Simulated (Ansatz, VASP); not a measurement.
**Zn4S3O: VASP beside Ansatz**

```
Zn S O
1.0
     5.24517    0.00000    0.00000
     0.00000    5.24517    0.00000
    -2.62258   -2.62258    5.19954
Zn S O
4 3 1
Direct
  0.66160 0.66160 0.77035
  0.33841 0.89124 0.22965
  0.10876 0.10876 0.77035
  0.89124 0.33841 0.22965
  0.75000 0.25000 0.50000
  0.50000 0.50000 0.00000
  0.25000 0.75000 0.50000
  0.00000 0.00000 0.00000
```

Alike in both runs: task single point; functional PBE; k mesh 4 × 4 × 4; occupations gaussian, width 0.1 eV; no spin polarisation.

|  | VASP | Ansatz |
| --- | --- | --- |
| version | VASP 6.6.1 | Ansatz 0.2.0 |
| potentials or method | VASP PAW PBE potentials, release 64 (Zn, S, O), cutoff 520 eV | scalar-relativistic, plane waves, PAW |
| valence electrons in the cell | 72 | 72 |

```csv
,VASP,Ansatz,Ansatz less VASP
gap on the k mesh at the Fermi level (eV),1.34,1.34,-0.001
least direct gap on the mesh (eV),1.34,1.34,-0.001
pressure (GPa),0.2,0.0,-0.23
rms of the force components (eV/Å),0.010,0.003,-0.0070
```

Atom by atom the forces differ by 0.012 eV/Å (rms over components).
